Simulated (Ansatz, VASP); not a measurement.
# As: VASP beside Ansatz

The input INCAR:

```
SYSTEM = As
ALGO = Normal
EDIFF = 1E-6
ENCUT = 520
GGA = PS
ISIF = 2
ISMEAR = -1
LASPH = .True.
LCHARG = .True.
LELF = .True.
LREAL = .False.
LVHAR = .True.
LWAVE = .False.
NBANDS = 12
NELM = 60
PREC = Accurate
SIGMA = 0.05
```

KPOINTS

```
k-points
0
Gamma
  10 10 10
  0 0 0
```

Contents of POSCAR:

```
As
1.0
    1.8807968987      1.0858785957      3.5140619945
   -1.8807968987      1.0858785957      3.5140619945
    0.0000000000     -2.1717571915      3.5140619945
As
2
Direct
    0.7740000000      0.7740000000      0.7740000000
    0.2260000000      0.2260000000      0.2260000000
```

Input for Ansatz:

```yaml
crystal:
  lattice:
    - [1.8807968987, 1.0858785957, 3.5140619945]
    - [-1.8807968987, 1.0858785957, 3.5140619945]
    - [0.0, -2.1717571915, 3.5140619945]
  atoms:
    - { symbol: As, position: [0.774, 0.774, 0.774] }
    - { symbol: As, position: [0.226, 0.226, 0.226] }
kpoints:
  mp_grid: { grid: [10, 10, 10] }
scf:
  occupations: { method: fermi_dirac, width: 0.05 }
hamiltonian:
  xc: pbesol
  pseudopotentials: { kind: all_electron, lapw: { basis_error: 0.001 } }
output:
  forces: true
  stress: true
  eigenvalues: true
  populations: true
```

Alike in both runs: task single point; functional PBEsol; k mesh 10 × 10 × 10; occupations fermi-dirac, width 0.05 eV; no spin polarisation.

|  | VASP | Ansatz |
| --- | --- | --- |
| version | VASP 6.6.1 | Ansatz 0.2.0 |
| potentials or method | VASP PAW PBE potentials, release 64 (As), cutoff 520 eV | all-electron LAPW, scalar-relativistic |

|  | VASP | Ansatz | Ansatz less VASP |
| --- | --- | --- | --- |
| pressure (GPa) | 0.7 | 0.3 | -0.41 |
| traceless stress, the component that is largest in VASP (GPa) | -0.61 | -0.47 | +0.142 |
| rms of the force components (eV/Å) | 0.258 | 0.217 | -0.0410 |

VASP's potentials were made for PBE, not for PBEsol. Atom by atom the forces differ by 0.041 eV/Å (rms over components). Ansatz ran all-electron here, and VASP with PAW potentials.
